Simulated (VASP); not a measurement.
A run of VASP 6.6.1 is set up as follows.

File INCAR:

```
SYSTEM = C
ALGO = Normal
EDIFF = 1E-6
ENCUT = 520
GGA = PS
ISIF = 2
ISMEAR = 0
IVDW = 12
LASPH = .TRUE.
LCHARG = .FALSE.
LREAL = .FALSE.
LWAVE = .FALSE.
NBANDS = 11
NELM = 80
PREC = Accurate
SIGMA = 0.15
```

The input KPOINTS:

```
k-points
0
G
  15 15 15
  0 0 0
```

POSCAR

```
C
1.0
    0.0000000000      2.1281672777      3.3208819423
    1.2295417849      0.0000000000      3.3208819423
    1.2295417849      2.1281672777      0.0000000000
C
2
Direct
    0.1666972406      0.8333027594      0.1666972406
    0.8333027594      0.1666972406      0.8333027594
```

Potentials or basis: VASP PAW PBE potentials, release 64 (C).

The run is started by

```bash
$ cat potpaw_PBE.64/C/POTCAR > POTCAR
$ mpirun -np 1 vasp_std > vasp.out
```

**Question.** Estimate the dispersion energy per atom.

**Answer.** -0.111 eV.

**Question.** What does it give for the band gap on the k mesh?

**Answer.** 0.10 eV, indirect (the least direct gap lies 4.0 meV higher).

**Question.** Predict the pressure.

**Answer.** 0.7 GPa.

Stress tensor (GPa, compression positive):
```
 1.03  0.00  0.00
 0.00  1.03  0.00
 0.00  0.00 -0.09
```

Caveat: the PAW data sets were made with another functional, which shifts forces and pressure a little. A k mesh can miss the band edges.
